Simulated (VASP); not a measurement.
# SrTa2O2 (P6/mmm) in VASP: further runs

The runs below take SrTa2O2 through single point, relaxation of cell and atoms, with PBE.

All numbers are computed with VASP 6.6.1; they aren't measurements. Logs are shortened: lines on timing, memory, paths and dates and some standing lists are left out, and cuts for length are marked.

## Step 1: The cell of the first run

It takes space group P6/mmm (No. 191, hexagonal). The conventional cell has a = 5.048 Å, b = 5.048 Å, c = 3.966 Å, α = 90.00°, β = 90.00°, γ = 120.00°. Within 3.8 Å of Sr (site symmetry 6/mmm) lie 6 O at 2.91 Å and 12 Ta at 3.53 Å. Within 2.6 Å of Ta (site symmetry -6m2) lie 2 O at 1.98 Å. O (site symmetry -6m2) has 2 Ta at 1.98 Å within 2.6 Å.

The cell was generated, and may not be a known phase.

## Step 2: Single point, PBE

The input, INCAR:

```
  ALGO = Normal
  EDIFF = 1E-6
  ENCUT = 520
  GGA = PE
  ISIF = 2
  ISMEAR = 0
  LASPH = True
  LCHARG = False
  LREAL = False
  LWAVE = False
  NBANDS = 30
  NELM = 100
  PREC = Accurate
  SIGMA = 0.1
```

The input, KPOINTS:

```
k-points
0
Gamma
  6 6 4
```

The input, POSCAR:

```
SrTa2O2
1.0
    5.0480216109      0.0000000036      0.0000000000
   -2.5240108086      4.3717149521      0.0000000000
    0.0000000000      0.0000000000      3.9657303048
Sr Ta O
1 2 2
Direct
    0.0000000000      0.0000000000      0.5000000000
    0.3333333333      0.6666666667      0.0000000000
    0.6666666667      0.3333333333      0.0000000000
    0.3333333333      0.6666666667      0.5000000000
    0.6666666667      0.3333333333      0.5000000000
```

Potentials or basis: VASP PAW PBE potentials, release 64 (Sr_sv, Ta_pv, O).

Started as:

```sh
$ cat potpaw_PBE.64/Sr_sv/POTCAR potpaw_PBE.64/Ta_pv/POTCAR potpaw_PBE.64/O/POTCAR > POTCAR
$ mpirun -np 1 vasp_std > vasp.out
```

OUTCAR:

```text
EDIFF = 1E-6
   ENCUT = 520
   GGA = PE
   ISIF = 2
   ISMEAR = 0
   LASPH = True
   LREAL = False
   NELM = 100
   PREC = Accurate

 ion  position               nearest neighbor table
   1  0.000  0.000  0.500-   4 2.91   5 2.91   5 2.91   4 2.91   5 2.91   4 2.91   2 3.53   3 3.53
                             2 3.53   3 3.53   3 3.53   2 3.53   3 3.53   2 3.53   3 3.53   2 3.53
   2  0.333  0.667  0.000-   4 1.98   4 1.98   3 2.91   3 2.91   3 2.91   1 3.53   1 3.53   1 3.53
                             1 3.53   1 3.53   1 3.53
   3  0.667  0.333  0.000-   5 1.98   5 1.98   2 2.91   2 2.91   2 2.91   1 3.53   1 3.53   1 3.53
                             1 3.53   1 3.53   1 3.53
   4  0.333  0.667  0.500-   2 1.98   2 1.98   1 2.91   1 2.91   1 2.91
   5  0.667  0.333  0.500-   3 1.98   3 1.98   1 2.91   1 2.91   1 2.91

  LATTYP: Found a hexagonal cell.
 ALAT       =     5.0480216109
 C/A-ratio  =     0.7856008968

  Lattice vectors:

 A1 = (   5.0480216109,   0.0000000036,   0.0000000000)
 A2 = (  -2.5240108086,   4.3717149521,   0.0000000000)
 A3 = (   0.0000000000,   0.0000000000,   3.9657303048)

Analysis of symmetry for initial positions (statically):
=====================================================================
 Subroutine PRICEL returns:
 Original cell was already a primitive cell.

 Routine SETGRP: Setting up the symmetry group for a
 hexagonal supercell.

 Subroutine GETGRP returns: Found 24 space group operations
 (whereof 24 operations were pure point group operations)
 out of a pool of 24 trial point group operations.

The static configuration has the point symmetry D_6h.

Analysis of symmetry for dynamics (positions and initial velocities):
=====================================================================
 Subroutine PRICEL returns:
 Original cell was already a primitive cell.

 Routine SETGRP: Setting up the symmetry group for a
 hexagonal supercell.

 Subroutine GETGRP returns: Found 24 space group operations
 (whereof 24 operations were pure point group operations)
 out of a pool of 24 trial point group operations.

The dynamic configuration has the point symmetry D_6h.

 Subroutine INISYM returns: Found 24 space group operations
 (whereof 24 operations are pure point group operations),
 and found     1 'primitive' translations

----------------------------------------------------------------------------------------

                                     Primitive cell
[... 87 lines left out ...]
   ISPIN  =      1    spin polarized calculation?
   LNONCOLLINEAR =      F non collinear calculations
   LSORBIT =      F    spin-orbit coupling
   LASPH  =      T    aspherical Exc in radial PAW
   ENCUT  =  520.0 eV  38.22 Ry    6.18 a.u.   9.39  9.39  7.37*2*pi/ulx,y,z
   NELM   =    100;   NELMIN=  2; NELMDL= -5     # of ELM steps
   EDIFF  = 0.1E-05   stopping-criterion for ELM
   LREAL  =      F    real-space projection
[... 7 lines left out ...]
   TEBEG  =    0.0;   TEEND  =   0.0 temperature during run
   PSTRESS=    0.0 pullay stress
   NELECT =      44.0000    total number of electrons
   NUPDOWN=      -1.0000    fix difference up-down
   EMIN   =  10.00;   EMAX   =-10.00  energy-range for DOS
   EFERMI =   0.00;   METHOD = LEGACY
   ISMEAR =     0;   SIGMA  =   0.10  broadening in eV -4-tet -1-fermi 0-gaus
   EFERMI_NEDOS =   21; number of points for ismear=-14 and -15
   IALGO  =     38    algorithm
   IMIX   =      4    mixing-type and parameters
     AMIX     =   0.40;   BMIX     =  1.00
     AMIX_MAG =   1.60;   BMIX_MAG =  1.00
  volume/ion in A,a.u.               =      17.50       118.12
  Fermi-wavevector in a.u.,A,eV,Ry     =   1.301748  2.459947 23.055730  1.694548
  Thomas-Fermi vector in A             =   2.432862
   LORBIT       =      0    0 simple, 1 ext, 2 COOP (PROOUT), +10 PAW based schemes
   GGA     = PE    functional components
   LHFCALC =     F    Hartree Fock is set to
   AEXX    =    0.0000 exact exchange contribution
   IVDW    =     0    specifies the selected vdW correction
   LEPSILON=     F    determine dielectric tensor
   LRPA    =     F    only Hartree local field effects (RPA)
 non-spin polarized calculation
 Gauss-broadening in eV      SIGMA  =   0.10
  energy-cutoff  :      520.00
  volume of cell :       87.52
 maximum number of plane-waves:      2378
 NGX is ok and might be reduce to    40
   NGX = 19   NGY = 19   NGZ = 15

 number of electron      43.9999990 magnetization

 Free energy of the ion-electron system (eV)
  ---------------------------------------------------
  ext. energy  EPLUGINS =         0.00000000
  ---------------------------------------------------
  free energy    TOTEN  =       -42.34979315 eV

  energy without entropy =      -42.32931506  energy(sigma->0) =      -42.33955410

 E-fermi :   4.3241     XC(G=0): -10.8339

 val. band max:        4.3200947600   @ k =   0.1667   0.1667   0.2500
 cond. band min:       4.3319772707   @ k =   0.0000   0.0000   0.0000
 fundamental gap:      0.0118825107
 Fermi energy:         4.3240779470

 k-point     1 :       0.0000    0.0000    0.0000
  band No.  band energies     occupation
      1     -30.6280      2.00000
      2     -30.5245      2.00000
      3     -30.5044      2.00000
      4     -30.3847      2.00000
      5     -30.3847      2.00000
      6     -29.9506      2.00000
[... 682 lines left out ...]
     29       8.8438      0.00000
     30       8.9573      0.00000

------------------------ aborting loop because EDIFF is reached ----------------------------------------

  FORCE on cell =-STRESS in cart. coord.  units (eV):
  Direction    XX          YY          ZZ          XY          YZ          ZX
  --------------------------------------------------------------------------------------
  -------------------------------------------------------------------------------------
  Total        0.1333280      0.1333280      0.3257481     -0.0000000     -0.0000000      0.0000000
  in kB        2.4408192      2.4408192      5.9634324     -0.0000000     -0.0000000      0.0000000
  external PRESSURE =       3.6150236 kB  Pullay stress =       0.0000000 kB

 VOLUME and BASIS-vectors are now :
 -----------------------------------------------------------------------------
  energy-cutoff  :      520.00
  volume of cell :       87.52
      direct lattice vectors                 reciprocal lattice vectors
     5.048021611  0.000000004  0.000000000     0.198097409  0.114371592  0.000000000
    -2.524010809  4.371714952  0.000000000    -0.000000000  0.228743184  0.000000000
     0.000000000  0.000000000  3.965730305     0.000000000  0.000000000  0.252160365

 POSITION                                       TOTAL-FORCE (eV/Angst)
 -----------------------------------------------------------------------------------
      0.00000      0.00000      1.98287         0.000000      0.000000     -0.000000
     -0.00000      2.91448      0.00000         0.000000      0.000000     -0.000000
      2.52401      1.45724      0.00000         0.000000     -0.000000     -0.000000
     -0.00000      2.91448      1.98287         0.000000     -0.000000      0.000000
      2.52401      1.45724      1.98287        -0.000000     -0.000000     -0.000000
 -----------------------------------------------------------------------------------
    total drift:                                0.000000     -0.000000     -0.000000

  FREE ENERGIE OF THE ION-ELECTRON SYSTEM (eV)
  ---------------------------------------------------
  free  energy   TOTEN  =       -42.3497931472 eV

  energy  without entropy=      -42.3293150624  energy(sigma->0) =      -42.33955410
```

stdout:

```text
POSCAR found type information on POSCAR SrTaO
 POSCAR found :  3 types and       5 ions
 scaLAPACK will be used
 LDA part: xc-table for (Slater+PW92), standard interpolation
 POSCAR, INCAR and KPOINTS ok, starting setup
 FFT: planning ... GRIDC
 FFT: planning ... GRID_SOFT
 FFT: planning ... GRID
 WAVECAR not read
 entering main loop
```

Run time: 61 s. Hardware: 1 thread of AMD EPYC 7R13 (Zen 3), shared host; peak memory 0.2 GiB.

What came out:

```
Free energy            : -42.3498 eV
Pressure               : 0.4 GPa
Band gap on the k mesh : zero (bands 22 and 23 overlap by 1.55 eV)
```

Levels at points of the mesh, in eV from the Fermi level:
| k point | band 19 | band 20 | band 21 | band 22 | band 23 | band 24 | band 25 | band 26 |
| --- | --- | --- | --- | --- | --- | --- | --- | --- |
| (0.00, 0.00, 0.00) | -3.76 | -0.23 | -0.23 | 0.01 | 0.01 | 0.46 | 0.46 | 1.37 |
| (0.50, 0.00, 0.00) | -2.24 | -2.16 | -1.01 | -0.86 | -0.84 | 0.06 | 1.20 | 2.30 |
| (0.00, 0.00, 0.50) | -3.80 | -1.01 | -1.01 | 0.26 | 0.26 | 2.64 | 2.82 | 2.82 |
| (0.50, 0.00, 0.50) | -2.89 | -1.64 | -0.98 | -0.29 | 1.29 | 2.68 | 2.68 | 2.72 |

Caveat: the k points lie up to 0.40 Å⁻¹ apart, too coarse for converged energies and pressures of a metal; spin-orbit coupling is left out, which moves the levels of the heavy elements.

## Step 3: Single point, PBE

This run uses another cell than the first one, of 19.07 Å³/atom.

The input, INCAR:

```
PREC = Accurate
ENCUT = 520
EDIFF = 1E-7
ISMEAR = 0
SIGMA = 0.1
LREAL = False
LASPH = True
NELM = 60
ALGO = Normal
ISIF = 2
LWAVE = False
LCHARG = False
GGA = PE
NBANDS = 30
```

The input, KPOINTS:

```
Automatic mesh
0
Gamma
  6 6 4
```

The input, POSCAR:

```
SrTa2O2
1.0
    4.0130161100      0.0000000000      0.0000000000
   -2.0065080600      3.4753739000      0.0000000000
    0.0000000000      0.0000000000      6.8385167200
Sr Ta O
1 2 2
Direct
    0.0000000000      0.0000000000      0.5000000000
    0.3333333300      0.6666666700      0.0000000000
    0.6666666700      0.3333333300      0.0000000000
    0.3333333300      0.6666666700      0.5000000000
    0.6666666700      0.3333333300      0.5000000000
```

Potentials or basis: VASP PAW PBE potentials, release 64 (Sr_sv, Ta_pv, O).

Started as:

```sh
$ cat potpaw_PBE.64/Sr_sv/POTCAR potpaw_PBE.64/Ta_pv/POTCAR potpaw_PBE.64/O/POTCAR > POTCAR
$ mpirun -np 1 vasp_std > vasp.out
```

Run time: 96 s. Hardware: 1 thread of AMD EPYC 7R13 (Zen 3), shared host; peak memory 0.21 GiB.

It converged, with:

```
Free energy            : -29.7129 eV
Pressure               : 20.9 GPa
Band gap on the k mesh : zero (bands 22 and 23 overlap by 1.12 eV)
```

Stress tensor (GPa, compression positive):
```
 36.79   0.00   0.00
  0.00  36.79   0.00
  0.00   0.00 -10.82
```

Levels at points of the mesh, in eV from the Fermi level:
| k point | band 18 | band 19 | band 20 | band 21 | band 22 | band 23 | band 24 | band 25 | band 26 | band 27 |
| --- | --- | --- | --- | --- | --- | --- | --- | --- | --- | --- |
| (0.00, 0.00, 0.00) | -0.68 | -0.45 | -0.45 | 0.63 | 0.63 | 1.04 | 1.04 | 2.45 | 2.67 | 2.67 |
| (0.50, 0.00, 0.00) | -1.34 | -1.07 | -0.99 | -0.74 | -0.50 | -0.49 | 0.60 | 0.74 | 2.24 | 2.78 |
| (0.00, 0.00, 0.50) | -0.41 | -0.41 | 0.25 | 0.57 | 0.64 | 0.64 | 1.01 | 1.01 | 2.67 | 2.67 |
| (0.50, 0.00, 0.50) | -1.24 | -1.20 | -0.99 | -0.55 | -0.55 | -0.49 | 1.21 | 1.35 | 1.80 | 3.03 |

Caveat: the stress differs along the axes, from -11 to 37 GPa; spin-orbit coupling is left out, which moves the levels of the heavy elements.

## Step 4: Relaxation of cell and atoms, PBE

This run uses another cell than the first one, of 19.07 Å³/atom.

The input, INCAR:

```
PREC = Accurate
ENCUT = 600
EDIFF = 1E-6
ISMEAR = 0
SIGMA = 0.1
LREAL = F
LASPH = T
NELM = 80
ALGO = Normal
ISIF = 3
LWAVE = F
LCHARG = F
GGA = PE
IBRION = 2
NSW = 90
EDIFFG = -0.04
```

The input, KPOINTS:

```
regular mesh
0
Gamma
  6 6 4
```

POSCAR is that of step 3.

Started as:

```sh
$ cat potpaw_PBE.64/Sr_sv/POTCAR potpaw_PBE.64/Ta_pv/POTCAR potpaw_PBE.64/O/POTCAR > POTCAR
$ mpirun -np 1 vasp_std > vasp.out
```

It took 17 min on 1 thread of AMD EPYC 7R13 (Zen 3), shared host; peak memory 0.27 GiB.

Results (log left out):

- Free energy: -42.2771 eV
- Relaxed volume: 17.30 Å³/atom
- Relaxed cell: a = 5.015 Å, b = 5.015 Å, c = 3.972 Å, α = 90.00°, β = 90.00°, γ = 120.00°
- Space group after relaxing (to 0.1 Å): P6/mmm (No. 191)
- Pressure after relaxing: -0.1 GPa
- Band gap on the k mesh: zero (bands 22 and 23 overlap by 1.61 eV)

Final structure:
```cif
data_structure
_symmetry_space_group_name_H-M 'P 1'
_symmetry_Int_Tables_number 1
_cell_length_a 5.0147
_cell_length_b 5.0147
_cell_length_c 3.9724
_cell_angle_alpha 90.000
_cell_angle_beta 90.000
_cell_angle_gamma 120.000
_cell_volume 86.51
loop_
_atom_site_label
_atom_site_type_symbol
_atom_site_fract_x
_atom_site_fract_y
_atom_site_fract_z
_atom_site_occupancy
Sr1 Sr 0.00000 0.00000 0.50000 1
Ta1 Ta 0.33333 0.66667 0.00000 1
Ta2 Ta 0.66667 0.33333 0.00000 1
O1 O 0.33333 0.66667 0.50000 1
O2 O 0.66667 0.33333 0.50000 1
```

Levels at points of the mesh, in eV from the Fermi level:
| k point | band 19 | band 20 | band 21 | band 22 | band 23 | band 24 | band 25 | band 26 |
| --- | --- | --- | --- | --- | --- | --- | --- | --- |
| (0.00, 0.00, 0.00) | -3.71 | -0.26 | -0.26 | 0.01 | 0.01 | 0.48 | 0.48 | 1.37 |
| (0.50, 0.00, 0.00) | -2.23 | -2.20 | -0.99 | -0.89 | -0.88 | 0.04 | 1.21 | 2.36 |
| (0.00, 0.00, 0.50) | -3.82 | -1.03 | -1.03 | 0.27 | 0.27 | 2.73 | 2.79 | 2.79 |
| (0.50, 0.00, 0.50) | -2.90 | -1.67 | -1.00 | -0.27 | 1.32 | 2.63 | 2.65 | 2.77 |

Caveat: a cell axis changed by over 15 % at a fixed basis, so the end point is rough; spin-orbit coupling is left out, which moves the levels of the heavy elements.

(Part 1 of 2 ends here.)

The gap in the log of VASP goes by the Fermi energy; the results here count the filled bands.